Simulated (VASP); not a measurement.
# BaTe in VASP: notebook

Aim: see how the results for BaTe move with the level of theory and the settings. Levels: PBE, r2SCAN. Tasks: single point.

Program: VASP 6.6.1. These are calculated values, not measurements. Logs are shortened: lines on timing, memory, paths and dates and some standing lists are left out, and cuts for length are marked.

### Step 1. The cell of the first run

The structure is cubic, space group Fm-3m (No. 225). The conventional cell has a = 7.418 Å, b = 7.418 Å, c = 7.418 Å, α = 90.00°, β = 90.00°, γ = 90.00°. Within 4.9 Å of Ba (site symmetry m-3m) lie 6 Te at 3.71 Å. Within 4.9 Å of Te (site symmetry m-3m) lie 6 Ba at 3.71 Å.

### Step 2. Single point, PBE (strain +5.0%)

File INCAR:

```
SYSTEM = BaTe
PREC = Accurate ; ENCUT = 520
EDIFF = 1E-6 ; ISMEAR = -1
SIGMA = 0.02 ; LREAL = .False.
LASPH = .True. ; NELM = 80
ALGO = Normal ; ISIF = 2
LWAVE = .False. ; LCHARG = .True.
GGA = PE ; LELF = .True.
LVHAR = .True. ; NBANDS = 15
```

File KPOINTS:

```
Automatic mesh
0
Gamma
  6 6 6
  0 0 0
```

File POSCAR:

```
BaTe
1.0
    0.0000000000      3.7090061875      3.7090061875
    3.7090061875      0.0000000000      3.7090061875
    3.7090061875      3.7090061875      0.0000000000
Ba Te
1 1
Direct
    0.0000000000      0.0000000000      0.0000000000
    0.5000000000      0.5000000000      0.5000000000
```

Potentials or basis: VASP PAW PBE potentials, release 64 (Ba_sv, Te).

The run is started by

```
cat potpaw_PBE.64/Ba_sv/POTCAR potpaw_PBE.64/Te/POTCAR > POTCAR
mpirun -np 1 vasp_std > vasp.out
```

OUTCAR:

```text
SYSTEM = BaTe
   PREC = Accurate
   ENCUT = 520
   EDIFF = 1E-6
   ISMEAR = -1
   LREAL = .False.
   LASPH = .True.
   NELM = 80
   ISIF = 2
   GGA = PE

 ion  position               nearest neighbor table
   1  0.000  0.000  0.000-   2 3.71   2 3.71   2 3.71   2 3.71   2 3.71   2 3.71
   2  0.500  0.500  0.500-   1 3.71   1 3.71   1 3.71   1 3.71   1 3.71   1 3.71

  LATTYP: Found a face centered cubic cell.
 ALAT       =     7.4180123750

  Lattice vectors:

 A1 = (   0.0000000000,   3.7090061875,   3.7090061875)
 A2 = (   3.7090061875,   0.0000000000,   3.7090061875)
 A3 = (   3.7090061875,   3.7090061875,   0.0000000000)

Analysis of symmetry for initial positions (statically):
=====================================================================
 Subroutine PRICEL returns:
 Original cell was already a primitive cell.

 Routine SETGRP: Setting up the symmetry group for a
 face centered cubic supercell.

 Subroutine GETGRP returns: Found 48 space group operations
 (whereof 48 operations were pure point group operations)
 out of a pool of 48 trial point group operations.

The static configuration has the point symmetry O_h .

Analysis of symmetry for dynamics (positions and initial velocities):
=====================================================================
 Subroutine PRICEL returns:
 Original cell was already a primitive cell.

 Routine SETGRP: Setting up the symmetry group for a
 face centered cubic supercell.

 Subroutine GETGRP returns: Found 48 space group operations
 (whereof 48 operations were pure point group operations)
 out of a pool of 48 trial point group operations.

The dynamic configuration has the point symmetry O_h .

 Subroutine INISYM returns: Found 48 space group operations
 (whereof 48 operations are pure point group operations),
 and found     1 'primitive' translations

----------------------------------------------------------------------------------------

                                     Primitive cell

  volume of cell :     102.0476

  direct lattice vectors                    reciprocal lattice vectors
     0.000000000  3.709006187  3.709006187    -0.134807001  0.134807001  0.134807001
     3.709006187  0.000000000  3.709006187     0.134807001 -0.134807001  0.134807001
     3.709006187  3.709006187  0.000000000     0.134807001  0.134807001 -0.134807001

  length of vectors
     5.245326853  5.245326853  5.245326853     0.233492575  0.233492575  0.233492575

  position of ions in fractional coordinates (direct lattice)
     0.000000000  0.000000000  0.000000000
     0.500000000  0.500000000  0.500000000

  ion indices of the primitive-cell ions
   primitive index   ion index
                 1           1
                 2           2

----------------------------------------------------------------------------------------

 KPOINTS: Automatic mesh

Automatic generation of k-mesh.
 Grid dimensions read from file:
 generate k-points for:    6    6    6

 Generating k-lattice:

  Cartesian coordinates                     Fractional coordinates (reciprocal lattice)
    -0.022467833  0.022467833  0.022467833     0.166666667  0.000000000  0.000000000
     0.022467833 -0.022467833  0.022467833     0.000000000  0.166666667  0.000000000
     0.022467833  0.022467833 -0.022467833     0.000000000  0.000000000  0.166666667

  Length of vectors
     0.038915429  0.038915429  0.038915429

  Shift w.r.t. Gamma in fractional coordinates (k-lattice)
     0.000000000  0.000000000  0.000000000

 Subroutine IBZKPT returns following result:
 ===========================================

 Found     16 irreducible k-points:

 Following reciprocal coordinates:
            Coordinates               Weight
  0.000000  0.000000  0.000000      1.000000
  0.166667  0.000000  0.000000      8.000000
  0.333333  0.000000  0.000000      8.000000
  0.500000  0.000000  0.000000      4.000000
  0.166667  0.166667  0.000000      6.000000
  0.333333  0.166667  0.000000     24.000000
[... 8 lines left out ...]
 -0.333333  0.333333  0.166667     24.000000
 -0.333333  0.500000  0.166667     12.000000
   k-points           NKPTS =     16   k-points in BZ     NKDIM =     16   number of bands    NBANDS=     15
   number of dos      NEDOS =    301   number of ions     NIONS =      2
   total plane-waves  NPLWV =  64000
   dimension x,y,z NGX =    40 NGY =   40 NGZ =   40
   dimension x,y,z NGXF=    80 NGYF=   80 NGZF=   80
   ions per type =               1   1
   NGX,Y,Z   is equivalent  to a cutoff of  12.68, 12.68, 12.68 a.u.
   NGXF,Y,Z  is equivalent  to a cutoff of  25.36, 25.36, 25.36 a.u.
 SYSTEM =  BaTe
   PREC   = accura    normal or accurate (medium, high low for compatibility)
   ISTART =      0    job   : 0-new  1-cont  2-samecut
   ICHARG =      2    charge: 1-file 2-atom 10-const
   ISPIN  =      1    spin polarized calculation?
   LNONCOLLINEAR =      F non collinear calculations
   LSORBIT =      F    spin-orbit coupling
   LASPH  =      T    aspherical Exc in radial PAW
   ENCUT  =  520.0 eV  38.22 Ry    6.18 a.u.   9.75  9.75  9.75*2*pi/ulx,y,z
   NELM   =     80;   NELMIN=  2; NELMDL= -5     # of ELM steps
   EDIFF  = 0.1E-05   stopping-criterion for ELM
   LREAL  =      F    real-space projection
   EDIFFG = 0.1E-04   stopping-criterion for IOM
   NSW    =      0    number of steps for IOM
   IBRION =     -1    ionic relax: 0-MD 1-quasi-New 2-CG
   NFREE  =      0    steps in history (QN), initial steepest desc. (CG)
   ISIF   =      2    stress and relaxation
   ISYM   =      2    0-nonsym 1-usesym 2-fastsym
   POTIM  = 0.5000    time-step for ionic-motion
   TEBEG  =    0.0;   TEEND  =   0.0 temperature during run
   PSTRESS=    0.0 pullay stress
   NELECT =      16.0000    total number of electrons
   NUPDOWN=      -1.0000    fix difference up-down
   EMIN   =  10.00;   EMAX   =-10.00  energy-range for DOS
   EFERMI =   0.00;   METHOD = LEGACY
   ISMEAR =    -1;   SIGMA  =   0.02  broadening in eV -4-tet -1-fermi 0-gaus
   EFERMI_NEDOS =   21; number of points for ismear=-14 and -15
   IALGO  =     38    algorithm
   IMIX   =      4    mixing-type and parameters
     AMIX     =   0.40;   BMIX     =  1.00
     AMIX_MAG =   1.60;   BMIX_MAG =  1.00
  volume/ion in A,a.u.               =      51.02       344.33
  Fermi-wavevector in a.u.,A,eV,Ry     =   0.882769  1.668192 10.602773  0.779282
  Thomas-Fermi vector in A             =   2.003445
   LORBIT       =      0    0 simple, 1 ext, 2 COOP (PROOUT), +10 PAW based schemes
   GGA     = PE    functional components
   LHFCALC =     F    Hartree Fock is set to
   AEXX    =    0.0000 exact exchange contribution
   IVDW    =     0    specifies the selected vdW correction
   LEPSILON=     F    determine dielectric tensor
   LRPA    =     F    only Hartree local field effects (RPA)
 non-spin polarized calculation
  energy-cutoff  :      520.00
  volume of cell :      102.05
 maximum number of plane-waves:      2778
   NGX = 19   NGY = 19   NGZ = 19

 number of electron      16.0000000 magnetization

 Free energy of the ion-electron system (eV)
  ---------------------------------------------------
  ext. energy  EPLUGINS =         0.00000000
  ---------------------------------------------------
  free energy    TOTEN  =        -8.49851815 eV

  energy without entropy =       -8.49851815  energy(sigma->0) =       -8.49851815

 E-fermi :   1.7644     XC(G=0):  -7.5727

 val. band max:        1.2905161931   @ k =   0.0000   0.0000   0.0000
 cond. band min:       3.1093675912   @ k =   0.5000   0.5000   0.0000
 fundamental gap:      1.8188513981
 Fermi energy:         1.7643587131

 k-point     1 :       0.0000    0.0000    0.0000
  band No.  band energies     occupation
      1     -26.2333      2.00000
      2     -11.3416      2.00000
      3     -11.3416      2.00000
      4     -11.3416      2.00000
      5      -7.9135      2.00000
      6       1.2905      2.00000
      7       1.2905      2.00000
      8       1.2905      2.00000
      9       3.5824      0.00000
     10       4.2552      0.00000
     11       4.2552      0.00000
     12       4.2552      0.00000
     13       4.7076      0.00000
     14       4.7076      0.00000
     15       8.2035      0.00000

 k-point     2 :       0.1667    0.0000    0.0000
  band No.  band energies     occupation
      1     -26.2321      2.00000
      2     -11.3870      2.00000
      3     -11.3435      2.00000
      4     -11.3435      2.00000
      5      -7.8213      2.00000
      6       0.6328      2.00000
      7       1.0265      2.00000
      8       1.0265      2.00000
      9       4.1316      0.00000
     10       4.5261      0.00000
     11       4.5261      0.00000
     12       4.6750      0.00000
     13       5.2785      0.00000
     14       5.2785      0.00000
     15       8.8150      0.00000

 k-point     3 :       0.3333    0.0000    0.0000
  band No.  band energies     occupation
      1     -26.2297      2.00000
      2     -11.4726      2.00000
      3     -11.3472      2.00000
      4     -11.3472      2.00000
      5      -7.6373      2.00000
      6      -0.1918      2.00000
      7       0.6274      2.00000
      8       0.6274      2.00000
      9       4.5597      0.00000
     10       5.2107      0.00000
     11       5.2107      0.00000
     12       5.8827      0.00000
     13       6.5510      0.00000
     14       6.5510      0.00000
     15       8.4245      0.00000

 k-point     4 :       0.5000    0.0000    0.0000
  band No.  band energies     occupation
      1     -26.2285      2.00000
      2     -11.5132      2.00000
      3     -11.3491      2.00000
      4     -11.3491      2.00000
      5      -7.5449      2.00000
      6      -0.5115      2.00000
      7       0.4650      2.00000
      8       0.4650      2.00000
      9       5.2180      0.00000
     10       5.6079      0.00000
     11       5.7679      0.00000
     12       5.7679      0.00000
     13       7.6622      0.00000
     14       7.6626      0.00000
     15       7.8035      0.00000
[... 163 lines left out ...]
 k-point    14 :       0.5000    0.3333    0.1667
  band No.  band energies     occupation
      1     -26.2281      2.00000
      2     -11.4508      2.00000
      3     -11.3843      2.00000
      4     -11.3621      2.00000
      5      -7.6614      2.00000
      6      -0.0564      2.00000
      7       0.5700      2.00000
      8       0.7060      2.00000
      9       4.1063      0.00000
     10       5.1728      0.00000
     11       5.7786      0.00000
     12       5.9297      0.00000
     13       6.2951      0.00000
     14       7.3470      0.00000
     15       7.9070      0.00000

 k-point    15 :      -0.3333    0.3333    0.1667
  band No.  band energies     occupation
      1     -26.2273      2.00000
      2     -11.4525      2.00000
      3     -11.3947      2.00000
      4     -11.3715      2.00000
      5      -7.6428      2.00000
      6       0.0066      2.00000
      7       0.4648      2.00000
      8       0.5354      2.00000
      9       4.7506      0.00000
     10       4.8517      0.00000
     11       5.9627      0.00000
     12       6.0427      0.00000
     13       6.2197      0.00000
     14       7.7807      0.00000
     15       8.1132      0.00000

 k-point    16 :      -0.3333    0.5000    0.1667
  band No.  band energies     occupation
      1     -26.2269      2.00000
      2     -11.4241      2.00000
      3     -11.3962      2.00000
      4     -11.3953      2.00000
      5      -7.6971      2.00000
      6       0.3425      2.00000
      7       0.4317      2.00000
      8       0.6424      2.00000
      9       3.9246      0.00000
     10       5.4781      0.00000
     11       5.5209      0.00000
     12       5.9007      0.00000
     13       6.4179      0.00000
     14       6.8828      0.00000
     15       8.5601      0.00000

------------------------ aborting loop because EDIFF is reached ----------------------------------------

  FORCE on cell =-STRESS in cart. coord.  units (eV):
  Direction    XX          YY          ZZ          XY          YZ          ZX
  --------------------------------------------------------------------------------------
  -------------------------------------------------------------------------------------
  Total       -1.8160598     -1.8160598     -1.8160598     -0.0000000     -0.0000000     -0.0000000
  in kB      -28.5126813    -28.5126813    -28.5126813     -0.0000000     -0.0000000     -0.0000000
  external PRESSURE =     -28.5126813 kB  Pullay stress =       0.0000000 kB

 VOLUME and BASIS-vectors are now :
 -----------------------------------------------------------------------------
  energy-cutoff  :      520.00
  volume of cell :      102.05
      direct lattice vectors                 reciprocal lattice vectors
     0.000000000  3.709006187  3.709006187    -0.134807001  0.134807001  0.134807001
     3.709006187  0.000000000  3.709006187     0.134807001 -0.134807001  0.134807001
     3.709006187  3.709006187  0.000000000     0.134807001  0.134807001 -0.134807001

 POSITION                                       TOTAL-FORCE (eV/Angst)
 -----------------------------------------------------------------------------------
      0.00000      0.00000      0.00000        -0.000000      0.000000      0.000000
      3.70901      3.70901      3.70901         0.000000     -0.000000     -0.000000
 -----------------------------------------------------------------------------------
    total drift:                                0.000000     -0.000000     -0.000000

  FREE ENERGIE OF THE ION-ELECTRON SYSTEM (eV)
  ---------------------------------------------------
  free  energy   TOTEN  =        -8.4985181504 eV

  energy  without entropy=       -8.4985181504  energy(sigma->0) =       -8.49851815
```

It took 20 s on 1 thread of Intel Xeon Platinum 8375C at 2.90GHz (Ice Lake), shared host; peak memory 0.25 GiB.

Results:

```
Free energy            : -8.4985 eV
Pressure               : -2.9 GPa
Band gap on the k mesh : 1.82 eV, indirect (least direct gap 2.18 eV)
```

Caveat: the cell differs from its parent crystal (strain +5.0%); spin-orbit coupling is left out, which moves the levels of the heavy elements. A k mesh can miss the band edges.

(Continued in part 2 of 3.)
